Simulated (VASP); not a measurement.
Runs of VASP 6.6.1 on Mo. The structure is that of space group Fm-3m (No. 225), or close to it. The cells are those of the table. 

```csv
cell,gap on the mesh (eV),pressure (GPa)
"a = 2.885 Å, angles 60.0°, 1 atom",none,-12.0
"a = 2.956 Å, angles 60.0°, 1 atom",none,-23.5
"a = 2.830 Å, angles 60.0°, 1 atom",none,0.5
"a = 2.801 Å, angles 60.0°, 1 atom",none,(b)
"a = 2.921 Å, angles 60.0°, 1 atom",none,(a)
```

Alike in all rows: task single point; level PBE; potentials or basis VASP PAW PBE potentials, release 64 (Mo_sv); no spin polarisation; k mesh 18 × 18 × 18; cutoff (eV) 520; smearing gaussian 0.1 eV.

Problem. Estimate the missing entries.

Solution. (a) -18.4; (b) 8.3.

A k mesh can miss the band edges, and the runs leave out spin-orbit coupling on Mo.

A gap of «none» marks levels without a gap at the run's occupations.
